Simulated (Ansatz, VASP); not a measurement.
**One calculation of S, two programs**

```
S
1.0
     5.18215    0.00000    0.00000
    -2.59107    4.48787    0.00000
     0.00000    0.00000    4.41913
S
3
Direct
  0.16329 0.00000 0.33333
  0.00000 0.16329 0.66667
  0.83671 0.83671 0.00000
```

Alike in both runs: task relaxation of cell and atoms; functional PBE; k mesh 6 × 6 × 6; occupations gaussian, width 0.02 eV; no spin polarisation.

|  | VASP | Ansatz |
| --- | --- | --- |
| version | VASP 6.6.1 | Ansatz 0.2.0 |
| potentials or method | VASP PAW PBE potentials, release 64 (S), cutoff 600 eV | scalar-relativistic, plane waves, PAW |
| valence electrons in the cell | 18 | 18 |

```tsv
	VASP	Ansatz	Ansatz less VASP
gap on the k mesh at the Fermi level, each at its own relaxed structure (eV)	2.55	2.48	-0.076
relaxed volume (Å³/atom)	34.11	34.26	+0.152
relaxed length of the cell vector where the two differ most in proportion (Å)	4.409	4.419	+0.0102
```
